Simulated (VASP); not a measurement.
A run of VASP 6.6.1:

Contents of INCAR:

```
SYSTEM = W2Br3
PREC = Accurate
ENCUT = 520
EDIFF = 1E-6
ISMEAR = 0
SIGMA = 0.1
LREAL = .FALSE.
LASPH = .TRUE.
NELM = 60
ALGO = Normal
ISIF = 2
LWAVE = .FALSE.
LCHARG = .FALSE.
GGA = PE
NBANDS = 32
```

The input KPOINTS:

```
Automatic mesh
0
G
  4 4 4
  0 0 0
```

File POSCAR:

```
W2Br3
1.0
    5.3530912400      0.0000000000      0.0000000000
    0.0000000000      5.3530912400      0.0000000000
    0.0000000000      0.0000000000      5.3530912400
W Br
2 3
Direct
    0.5000000000      0.5000000000      0.5000000000
    0.0000000000      0.0000000000      0.0000000000
    0.5000000000      0.0000000000      0.0000000000
    0.0000000000      0.5000000000      0.0000000000
    0.0000000000      0.0000000000      0.5000000000
```

Potentials or basis: VASP PAW PBE potentials, release 64 (W_sv, Br).

Command:

```console
$ cat potpaw_PBE.64/W_sv/POTCAR potpaw_PBE.64/Br/POTCAR > POTCAR
$ mpirun -np 1 vasp_std > vasp.out
```

Hardware: 1 thread of Intel(R) Xeon(R) Platinum 8488C (Sapphire Rapids), with other jobs on the host.

Q: Estimate the wall time of this run.

A: Run time: 61 s on 1 thread of Intel(R) Xeon(R) Platinum 8488C (Sapphire Rapids) (shared host), peak memory 0.26 GiB. Counts: scf iterations 21, k points 10.
